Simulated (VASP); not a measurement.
Si5P, 6 atoms in the cell. The structure is cubic, space group F-43m (No. 216). The conventional cell has a = 7.160 Å, b = 7.160 Å, c = 7.160 Å, α = 90.00°, β = 90.00°, γ = 90.00°. Within 3.9 Å of Si (site symmetry -43m) lie 12 Si at 2.97 Å and 4 P at 3.10 Å. Si (site symmetry 3m) has 9 Si at 2.53 to 2.97 Å and 3 P at 2.97 Å within 3.3 Å. P (site symmetry -43m) has 16 Si at 2.97 to 3.10 Å within 3.9 Å. 

- Program: VASP 6.6.1
- Task: single point
- Functional: PBE
- Potentials or basis: VASP PAW PBE potentials, release 64 (Si, P)
- Cutoff: 520 eV
- k mesh: 4 × 4 × 4
- Occupations: gaussian, width 0.1 eV
- Spin: no spin polarisation
- Dipole correction: no
- Further INCAR settings: ALGO = Normal; EDIFF = 1e-06; NBANDS = 22

Potentials or basis: VASP PAW PBE potentials, release 64 (Si, P).

Run with:

```console
$ cat potpaw_PBE.64/Si/POTCAR potpaw_PBE.64/P/POTCAR > POTCAR
$ mpirun -np 1 vasp_std > vasp.out
```

Hardware: 1 thread of Intel(R) Xeon(R) Platinum 8488C (Sapphire Rapids), with other jobs on the host.

Problem. Estimate the wall time of this run.

Solution. It took 18 s on 1 thread of Intel(R) Xeon(R) Platinum 8488C (Sapphire Rapids) (shared host), peak memory 0.23 GiB. Counts: scf iterations 13, k points 8.
